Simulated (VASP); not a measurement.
Set up this calculation in VASP 6.6.1, as the native input.

* Task: single point
* Functional: PBE
* Potentials or basis: VASP PAW PBE potentials, release 64 (Ge_d, Sb, Se)
* Cutoff: 520 eV
* k mesh: 4 × 4 × 2
* Occupations: gaussian, width 0.1 eV
* Spin: no spin polarisation
* Dipole correction: no
* Further INCAR settings: ALGO = Normal; EDIFF = 1e-06; NBANDS = 34

The structure of Ge2Sb3Se lies in POSCAR:

```
Ge2Sb3Se
1.0
    5.7316079597      0.0000000000      0.0000000000
    0.0000000000      5.7316079597      0.0000000000
    0.0000000000      0.0000000000      5.6445205139
Ge Sb Se
2 3 1
Direct
    0.0000000000      0.5000000000      0.5000000000
    0.5000000000      0.0000000000      0.5000000000
    0.5000000000      0.5000000000      0.5000000000
    0.0000000000      0.5000000000      0.0000000000
    0.5000000000      0.0000000000      0.0000000000
    0.5000000000      0.5000000000      0.0000000000
```

The cell was built from a structure type or drawn by symmetry, and may not be a known phase.

The input as run:

INCAR

```
  PREC = Accurate
  ENCUT = 520
  EDIFF = 1E-6
  ISMEAR = 0
  SIGMA = 0.1
  LREAL = F
  LASPH = T
  NELM = 60
  ALGO = Normal
  ISIF = 2
  LWAVE = F
  LCHARG = F
  GGA = PE
  NBANDS = 34
```

KPOINTS

```
regular mesh
0
Gamma
  4 4 2
```

Potentials or basis: VASP PAW PBE potentials, release 64 (Ge_d, Sb, Se).

Command:

```console
$ cat potpaw_PBE.64/Ge_d/POTCAR potpaw_PBE.64/Sb/POTCAR potpaw_PBE.64/Se/POTCAR > POTCAR
$ mpirun -np 1 vasp_std > vasp.out
```

It gave:

```yaml
Pressure: 0.0 GPa
Band_gap_on_the_k_mesh: zero (an odd number of electrons rules out a gap without spin polarisation)
```

Caveat: the k points lie up to 0.56 Å⁻¹ apart, too coarse for converged energies and pressures of a metal; spin-orbit coupling is left out, which moves the levels of the heavy elements.

It took 2.2 min on 1 thread of Intel Xeon 8259CL, with other jobs on the host, peak memory 0.33 GiB.
